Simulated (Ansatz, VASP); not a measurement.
## W in VASP and in Ansatz

```
W
1.0
    -1.60317    1.60317    1.60317
     1.60317   -1.60317    1.60317
     1.60317    1.60317   -1.60317
W
1
Direct
  0.00000 0.00000 0.00000
```

Alike in both runs: task single point; functional LDA; k mesh 12 × 12 × 12; occupations fermi-dirac, width 0.05 eV; non-collinear spin, spin-orbit coupling.

|  | VASP | Ansatz |
| --- | --- | --- |
| version | VASP 6.6.1 | Ansatz 0.2.0 |
| potentials or method | VASP PAW LDA potentials, release 64 (W_sv) | Ansatz PAW |
| plane-wave cutoff (eV) | 520 | 420 |
| valence electrons in the cell | 14 | 14 |

VASP gave:

```
pressure (GPa)           : -16.9
net moment per atom (μB) : 0.00
```

Which values does Ansatz return?

Pressure (GPa): -18.9; net moment per atom (μB): 0.00.

LDA's correlation is that of Perdew and Zunger in VASP and of Perdew and Wang (1992) in Ansatz.
